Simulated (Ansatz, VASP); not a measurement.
**Hf in VASP and in Ansatz**

Contents of INCAR:

```
PREC = Accurate
ENCUT = 600
EDIFF = 1E-7
ISMEAR = 0
SIGMA = 0.1
LREAL = F
LASPH = T
NELM = 100
ALGO = Normal
ISIF = 3
LWAVE = F
LCHARG = F
GGA = PE
IBRION = 2
NSW = 80
EDIFFG = -0.01
```

KPOINTS

```
Automatic mesh
0
Gamma
  16 16 16
```

Contents of POSCAR:

```
Hf
1.0
   -1.7727430667      1.7727430667      1.7727430667
    1.7727430667     -1.7727430667      1.7727430667
    1.7727430667      1.7727430667     -1.7727430667
Hf
1
Direct
    0.0000000000      0.0000000000      0.0000000000
```

Input for Ansatz:

```yaml
crystal:
  lattice:
    - [-1.7727430697, 1.7727430697, 1.7727430697]
    - [1.7727430697, -1.7727430697, 1.7727430697]
    - [1.7727430697, 1.7727430697, -1.7727430697]
  atoms:
    - { symbol: Hf, position: [0.0, 0.0, 0.0] }
basis:
  ecutwfc: 420
kpoints:
  mp_grid: { grid: [16, 16, 16] }
hamiltonian:
  xc: pbe
scf:
  occupations: { method: gaussian, width: 0.1 }
output:
  forces: true
  stress: true
  eigenvalues: true
relax:
  adjacent_minimum: "off"
  f_tol: 0.01
  max_steps: 60
  cell: { stress_tol: 0.1 }
```

Alike in both runs: task relaxation of cell and atoms; functional PBE; k mesh 16 × 16 × 16; occupations gaussian, width 0.1 eV; no spin polarisation.

|  | VASP | Ansatz |
| --- | --- | --- |
| version | VASP 6.6.1 | Ansatz 0.2.0 |
| potentials or method | VASP PAW PBE potentials, release 64 (Hf_pv), cutoff 600 eV | scalar-relativistic, plane waves, PAW |
| valence electrons in the cell | 10 | 26 |

Ansatz gave:

```
gap on the k mesh at the Fermi level, each at its own relaxed structure (eV) : none
relaxed volume (Å³/atom)                                                     : 22.28
relaxed length of the cell vector where the two differ most in proportion (Å)              : 3.070
```

**Question.** What did VASP give for the same quantities?

**Answer.** gap on the k mesh at the Fermi level, each at its own relaxed structure (eV): none; relaxed volume (Å³/atom): 22.19; relaxed length of the cell vector where the two differ most in proportion (Å): 3.066.

A gap of «none» marks a metal or a gap that the smearing closes. VASP's potentials hold 10 valence electrons a cell and Ansatz's 26, so a difference there can come from the potentials and not from the codes.

Spin-orbit coupling is off throughout.
